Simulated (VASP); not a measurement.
Write the native input for VASP 6.6.1 that does the following.

```
Task                   : single point
Functional             : PBEsol
Potentials or basis    : VASP PAW PBE potentials, release 64 (Mo_sv, S)
Cutoff                 : 520 eV
k mesh                 : 8 × 8 × 4
Occupations            : fermi-dirac, width 0.05 eV
Spin                   : no spin polarisation
Dipole correction      : no
Further INCAR settings : ALGO = Normal; EDIFF = 1e-06; NBANDS = 20
```

The structure of MoS2 lies in POSCAR:

```
MoS2
1.0
    3.2274645616      0.0000000000      0.0000000000
   -1.6137322808      2.7950663001      0.0000000000
    0.0000000000      0.0000000000      6.1862239516
Mo S
1 2
Direct
    0.0000000000      0.0000000000      0.5000000000
    0.6666666667      0.3333333333      0.7446806800
    0.3333333333      0.6666666667      0.2553193200
```

One way to write it, as run:

INCAR

```
SYSTEM = MoS2
PREC = Accurate ; ENCUT = 520
EDIFF = 1E-6 ; ISMEAR = -1
SIGMA = 0.05 ; LREAL = .FALSE.
LASPH = .TRUE. ; NELM = 80
ALGO = Normal ; ISIF = 2
LWAVE = .FALSE. ; LCHARG = .FALSE.
GGA = PS ; NBANDS = 20
```

KPOINTS

```
Automatic mesh
0
G
  8 8 4
  0 0 0
```

Potentials or basis: VASP PAW PBE potentials, release 64 (Mo_sv, S).

The run is started by

```sh
$ cat potpaw_PBE.64/Mo_sv/POTCAR potpaw_PBE.64/S/POTCAR > POTCAR
$ mpirun -np 1 vasp_std > vasp.out
```

It gave:

```yaml
Pressure: -0.5 GPa
Largest_force: 0.485 eV/Å
Band_gap_on_the_k_mesh: zero (band 13 reaches 7.27 eV, above the bottom of band 14 at 6.64 eV)
```

Caveat: the PAW data sets were made with another functional, which shifts forces and pressure a little; this functional lacks dispersion, which binds the layers, so the pressure and a relaxed spacing across them are unreliable.

It took 22 s on 1 thread of Intel(R) Xeon(R) Platinum 8488C (Sapphire Rapids) (shared host), peak memory 0.19 GiB.
